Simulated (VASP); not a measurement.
Set up this calculation in VASP 6.6.1, as the native input.

```
Task                   : single point
Functional             : PBE
Potentials or basis    : VASP PAW PBE potentials, release 64 (Ti_sv, H)
Cutoff                 : 520 eV
k mesh                 : 9 × 6 × 1
Occupations            : gaussian, width 0.1 eV
Spin                   : no spin polarisation
Dipole correction      : yes
Further INCAR settings : ALGO = Normal; EDIFF = 1e-07; NBANDS = 46
```

The structure of Ti6H lies in POSCAR:

```
Ti6H
1.0
    2.8321726458      0.0000000000      0.0000000000
    0.0000000000      4.5795363026      0.0000000000
    0.0000000000      0.0000000000     23.5510893874
Ti H
6 1
Direct
    0.5000000000      0.0000000000      0.1698435233
    0.0000000000      0.5000000000      0.2259767339
    0.5000000000      0.0000000000      0.2821099444
    0.5000000000      0.5000000000      0.3394934593
    0.0000000000      0.0000000000      0.3940191404
    0.5000000000      0.5000000000      0.4480085492
    0.8750000000      0.8750000000      0.5359025725
```

One way to write it, as run:

INCAR

```
PREC = Accurate ; ENCUT = 520
EDIFF = 1E-7 ; ISMEAR = 0
SIGMA = 0.1 ; LREAL = F
LASPH = T ; NELM = 80
ALGO = Normal ; ISIF = 2
LWAVE = F ; LCHARG = F
LDIPOL = T ; IDIPOL = 3
DIPOL = 0.5 0.5 0.342 ; GGA = PE
NBANDS = 46
```

KPOINTS

```
regular mesh
0
Gamma
  9 6 1
```

Potentials or basis: VASP PAW PBE potentials, release 64 (Ti_sv, H).

The run is started by

```console
$ cat potpaw_PBE.64/Ti_sv/POTCAR potpaw_PBE.64/H/POTCAR > POTCAR
$ mpirun -np 1 vasp_std > vasp.out
```

It gave:

The largest force is 1.445 eV/Å.

Run time: 26 min on 1 thread of Intel(R) Xeon(R) Platinum 8375C CPU @ 2.90GHz (Ice Lake), on a shared host, peak memory 0.55 GiB.
